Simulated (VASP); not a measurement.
# BN (Cm) in VASP: notebook, part 2 of 2

VASP 6.6.1. Earlier steps stand in the parts before.

## (3) Single point, PBE+D3(BJ) (9.85 Å³/atom)

This run uses another cell than the first one, of 9.85 Å³/atom.

The input, INCAR:

```
  ALGO = Normal
  EDIFF = 1E-7
  ENCUT = 520
  GGA = PE
  ISIF = 2
  ISMEAR = 0
  IVDW = 12
  LASPH = T
  LCHARG = T
  LELF = T
  LREAL = F
  LVHAR = T
  LWAVE = F
  NBANDS = 11
  NELM = 100
  PREC = Accurate
  SIGMA = 0.02
```

The input, KPOINTS:

```
k-points
0
Gamma
  12 12 12
```

The input, POSCAR:

```
BN
1.0
    2.4996511210      0.0021344755     -0.2345152636
   -1.2406589441      2.1700306119      0.2344999355
   -0.9087198422     -0.9242179117      3.6652233914
B N
1 1
Direct
    0.9908435462      0.9913257428     -0.0064447110
    0.6573054538      0.3245582572      0.9932497110
```

Potentials or basis: VASP PAW PBE potentials, release 64 (B, N).

Started as:

```
> cat potpaw_PBE.64/B/POTCAR potpaw_PBE.64/N/POTCAR > POTCAR
> mpirun -np 1 vasp_std > vasp.out
```

OUTCAR:

```text
EDIFF = 1E-7
   ENCUT = 520
   GGA = PE
   ISIF = 2
   ISMEAR = 0
   IVDW = 12
   LASPH = T
   LREAL = F
   NELM = 100
   PREC = Accurate
 IVDW          = 12

 ion  position               nearest neighbor table
   1  0.991  0.991  0.994-   2 1.45   2 1.45   2 1.45
   2  0.657  0.325  0.993-   1 1.45   1 1.45   1 1.45

  LATTYP: Found a base centered monoclinic cell.
 ALAT       =     4.3485248416
 B/A-ratio  =     0.5773566673
 C/A-ratio  =     0.8951164357
 COS(beta)  =    -0.3745935366

  Lattice vectors:

 A1 = (  -1.2406589441,   2.1700306119,   0.2344999355)
 A2 = (  -2.4996511210,  -0.0021344755,   0.2345152636)
 A3 = (   1.5909312788,  -0.9220834362,   3.4307081278)

Analysis of symmetry for initial positions (statically):
=====================================================================
 Subroutine PRICEL returns:
 Original cell was already a primitive cell.

 Routine SETGRP: Setting up the symmetry group for a
 base centered monoclinic supercell.

 Subroutine GETGRP returns: Found  2 space group operations
 (whereof  1 operations were pure point group operations)
 out of a pool of  4 trial point group operations.

The static configuration has the point symmetry C_1 .
 The point group associated with its full space group is C_1h.

Analysis of symmetry for dynamics (positions and initial velocities):
=====================================================================
 Subroutine PRICEL returns:
 Original cell was already a primitive cell.

 Routine SETGRP: Setting up the symmetry group for a
 base centered monoclinic supercell.

 Subroutine GETGRP returns: Found  2 space group operations
 (whereof  1 operations were pure point group operations)
 out of a pool of  4 trial point group operations.

The dynamic configuration has the point symmetry C_1 .
 The point group associated with its full space group is C_1h.

 Subroutine INISYM returns: Found  2 space group operations
 (whereof  1 operations are pure point group operations),
 and found     1 'primitive' translations

----------------------------------------------------------------------------------------

                                     Primitive cell

  volume of cell :      19.7010

  direct lattice vectors                    reciprocal lattice vectors
     2.499651121  0.002134475 -0.234515264     0.414719183  0.219999033  0.158296108
    -1.240658944  2.170030612  0.234499936     0.010604540  0.454224575  0.117165858
    -0.908719842 -0.924217912  3.665223391     0.025856873 -0.014984763  0.275466830

  length of vectors
     2.510628943  2.510628943  3.887648776     0.495428333  0.469212381  0.277083192

  position of ions in fractional coordinates (direct lattice)
     0.990843546  0.991325743  0.993555289
     0.657305454  0.324558257  0.993249711

  ion indices of the primitive-cell ions
   primitive index   ion index
                 1           1
                 2           2

----------------------------------------------------------------------------------------

 KPOINTS: k-points

Automatic generation of k-mesh.
 Grid dimensions read from file:
 generate k-points for:   12   12   12

 Generating k-lattice:

  Cartesian coordinates                     Fractional coordinates (reciprocal lattice)
     0.034559932  0.018333253  0.013191342     0.083333333 -0.000000000  0.000000000
[... 42 lines left out ...]
   number of dos      NEDOS =    301   number of ions     NIONS =      2
   total plane-waves  NPLWV =  12000
   dimension x,y,z NGX =    20 NGY =   20 NGZ =   30
   dimension x,y,z NGXF=    40 NGYF=   40 NGZF=   60
   ions per type =               1   1
   NGX,Y,Z   is equivalent  to a cutoff of  13.24, 13.24, 12.83 a.u.
   NGXF,Y,Z  is equivalent  to a cutoff of  26.49, 26.49, 25.66 a.u.
 SYSTEM =  unknown system
   PREC   = accura    normal or accurate (medium, high low for compatibility)
   ISTART =      0    job   : 0-new  1-cont  2-samecut
   ICHARG =      2    charge: 1-file 2-atom 10-const
   ISPIN  =      1    spin polarized calculation?
   LNONCOLLINEAR =      F non collinear calculations
   LSORBIT =      F    spin-orbit coupling
   LASPH  =      T    aspherical Exc in radial PAW
   ENCUT  =  520.0 eV  38.22 Ry    6.18 a.u.   4.67  4.67  7.23*2*pi/ulx,y,z
   NELM   =    100;   NELMIN=  2; NELMDL= -5     # of ELM steps
   EDIFF  = 0.1E-06   stopping-criterion for ELM
   LREAL  =      F    real-space projection
   EDIFFG = 0.1E-05   stopping-criterion for IOM
   NSW    =      0    number of steps for IOM
   IBRION =     -1    ionic relax: 0-MD 1-quasi-New 2-CG
   NFREE  =      0    steps in history (QN), initial steepest desc. (CG)
   ISIF   =      2    stress and relaxation
   ISYM   =      2    0-nonsym 1-usesym 2-fastsym
   POTIM  = 0.5000    time-step for ionic-motion
   TEBEG  =    0.0;   TEEND  =   0.0 temperature during run
   PSTRESS=    0.0 pullay stress
   NELECT =       8.0000    total number of electrons
   NUPDOWN=      -1.0000    fix difference up-down
   EMIN   =  10.00;   EMAX   =-10.00  energy-range for DOS
   EFERMI =   0.00;   METHOD = LEGACY
   ISMEAR =     0;   SIGMA  =   0.02  broadening in eV -4-tet -1-fermi 0-gaus
   EFERMI_NEDOS =   21; number of points for ismear=-14 and -15
   IALGO  =     38    algorithm
   IMIX   =      4    mixing-type and parameters
     AMIX     =   0.40;   BMIX     =  1.00
     AMIX_MAG =   1.60;   BMIX_MAG =  1.00
  volume/ion in A,a.u.               =       9.85        66.47
  Fermi-wavevector in a.u.,A,eV,Ry     =   1.212297  2.290908 19.995977  1.469663
  Thomas-Fermi vector in A             =   2.347785
   LORBIT       =      0    0 simple, 1 ext, 2 COOP (PROOUT), +10 PAW based schemes
   GGA     = PE    functional components
   LHFCALC =     F    Hartree Fock is set to
   AEXX    =    0.0000 exact exchange contribution
   IVDW    =    12    specifies the selected vdW correction
   LEPSILON=     F    determine dielectric tensor
   LRPA    =     F    only Hartree local field effects (RPA)
 non-spin polarized calculation
 Gauss-broadening in eV      SIGMA  =   0.02
  energy-cutoff  :      520.00
  volume of cell :       19.70
 maximum number of plane-waves:       542
   NGX =  9   NGY =  9   NGZ = 15

 number of electron       8.0000001 magnetization

 Free energy of the ion-electron system (eV)
  ---------------------------------------------------
  ext. energy  EPLUGINS =         0.00000000
  ---------------------------------------------------
  free energy    TOTEN  =       -17.59592881 eV

  energy without entropy =      -17.59592881  energy(sigma->0) =      -17.59592881

 E-fermi :   1.7522     XC(G=0):  -9.5099

 val. band max:        1.5934265475   @ k =   0.3333   0.3333   0.1667
 cond. band min:       5.9640879744   @ k =   0.5000   0.5000   0.5000
 fundamental gap:      4.3706614268
 Fermi energy:         1.7522326558

 k-point     1 :       0.0000    0.0000    0.0000
  band No.  band energies     occupation
      1     -16.0890      2.00000
      2      -2.8675      2.00000
      3       0.2676      2.00000
      4       0.2676      2.00000
      5       6.4204      0.00000
      6      13.1559      0.00000
      7      13.1567      0.00000
      8      14.4558      0.00000
      9      15.8264      0.00000
     10      27.1848      0.00000
     11      27.3947      0.00000
[... 309 lines left out ...]
 k-point    24 :       0.3333    0.1667   -0.0000
  band No.  band energies     occupation
      1     -13.0325      2.00000
      2      -6.3994      2.00000
      3      -3.7034      2.00000
      4       0.4428      2.00000
      5       6.8009      0.00000
      6      13.0496      0.00000
      7      14.6402      0.00000
      8      17.5391      0.00000
      9      19.3300      0.00000
     10      22.2332      0.00000
     11      24.1162      0.00000

 [... further k-points ...]

------------------------ aborting loop because EDIFF is reached ----------------------------------------

 Edisp (eV)   -0.25359

 E8    (eV) :    -0.0735

  FORCE on cell =-STRESS in cart. coord.  units (eV):
  Direction    XX          YY          ZZ          XY          YZ          ZX
  --------------------------------------------------------------------------------------
  -------------------------------------------------------------------------------------
  Total      -0.16675    -0.16649    -0.20280     0.00022     0.00227    -0.00391
  in kB     -13.56064   -13.53995   -16.49282     0.01806     0.18440    -0.31795
  external pressure =      -14.53 kB  Pullay stress =        0.00 kB

 VOLUME and BASIS-vectors are now :
 -----------------------------------------------------------------------------
  energy-cutoff  :      520.00
  volume of cell :       19.70
      direct lattice vectors                 reciprocal lattice vectors
     2.499651121  0.002134475 -0.234515264     0.414719183  0.219999033  0.158296108
    -1.240658944  2.170030612  0.234499936     0.010604540  0.454224575  0.117165858
    -0.908719842 -0.924217912  3.665223391     0.025856873 -0.014984763  0.275466830

 POSITION                                       TOTAL-FORCE (eV/Angst)
 -----------------------------------------------------------------------------------
      0.34400      1.23506      3.64170        -0.000095      0.000055     -0.001452
      0.33778     -0.21227      3.56244         0.000095     -0.000055      0.001452
 -----------------------------------------------------------------------------------
    total drift:                               -0.000122      0.000079     -0.000032

  FREE ENERGIE OF THE ION-ELECTRON SYSTEM (eV)
  ---------------------------------------------------
  free  energy   TOTEN  =       -17.8495141073 eV

  energy  without entropy=      -17.8495141073  energy(sigma->0) =      -17.84951411
```

Wall time 2.2 min (1 thread of Intel Xeon 8259CL, shared host); peak memory 0.22 GiB.

What came out:

| Item | Value |
| --- | --- |
| Free energy | -17.8495 eV |
| Pressure | -1.5 GPa |
| Band gap on the k mesh | 4.37 eV (least direct gap 4.66 eV) |
| Dispersion energy per atom | -0.127 eV |

A k mesh can miss the band edges.
